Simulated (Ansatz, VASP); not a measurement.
TaN in VASP and in Ansatz

File INCAR:

```
SYSTEM = TaN
PREC     = Accurate       ! precision mode
ENCUT    = 520            ! plane-wave cutoff, eV
EDIFF    = 1E-7           ! SCF threshold, eV
ISMEAR   = 0              ! smearing method
SIGMA    = 0.15           ! smearing width, eV
LREAL    = .FALSE.        ! projectors in reciprocal space
LASPH    = .TRUE.         ! aspherical terms in the spheres
NELM     = 100            ! most SCF steps
ALGO     = Normal         ! electronic algorithm
ISIF     = 2              ! what is computed and relaxed
LWAVE    = .FALSE.        ! write WAVECAR
LCHARG   = .FALSE.        ! write CHGCAR
NBANDS   = 15             ! bands
```

Contents of KPOINTS:

```
Automatic mesh
0
G
  18 18 18
  0 0 0
```

Contents of POSCAR:

```
TaN
1.0
    0.0000000000      2.1453515913      2.1742693740
    2.1453515913      0.0000000000      2.1742693740
    2.1453515913      2.1453515913      0.0000000000
Ta N
1 1
Direct
    0.4978193580      0.5021806420      0.5021806420
    0.0281703825     -0.0281703825     -0.0281703825
```

Input for Ansatz:

```yaml
crystal:
  lattice:
    - [0.0, 2.1453515913, 2.174269374]
    - [2.1453515913, 0.0, 2.174269374]
    - [2.1453515913, 2.1453515913, 0.0]
  atoms:
    - { symbol: Ta, position: [0.497819358, 0.502180642, 0.502180642] }
    - { symbol: "N", position: [0.0281703825, -0.0281703825, -0.0281703825] }
basis:
  ecutwfc: 520.0
kpoints:
  mp_grid: { grid: [18, 18, 18] }
hamiltonian:
  xc: lda
scf:
  occupations: { method: gaussian, width: 0.15 }
output:
  forces: true
  stress: true
  eigenvalues: true
```

Change from the starting cell: mode 4 frozen in at -0.122 Å, equal normal strain along x and y -0.0133.

Alike in both runs: task single point; functional LDA; k mesh 18 × 18 × 18; occupations gaussian, width 0.15 eV; no spin polarisation.

|  | VASP | Ansatz |
| --- | --- | --- |
| version | VASP 6.6.1 | Ansatz 0.2.0 |
| potentials or method | VASP PAW LDA potentials, release 64 (Ta_pv, N), cutoff 520 eV | scalar-relativistic, plane waves, PAW |
| valence electrons in the cell | 16 | 18 |

```csv
,VASP,Ansatz,Ansatz less VASP
gap on the k mesh at the Fermi level (eV),none,none,-
pressure (GPa),16.7,14.4,-2.35
"traceless stress, the component that is largest in VASP (GPa)",10.63,10.40,-0.227
rms of the force components (eV/Å),0.935,0.916,-0.0190
```

LDA's correlation is that of Perdew and Zunger in VASP and of Perdew and Wang (1992) in Ansatz. Atom by atom the forces differ by 0.019 eV/Å (rms over components). A gap of «none» marks a metal or a gap that the smearing closes. VASP's potentials hold 16 valence electrons a cell and Ansatz's 18, so a difference there can come from the potentials and not from the codes.

Neither program's run includes spin-orbit coupling.
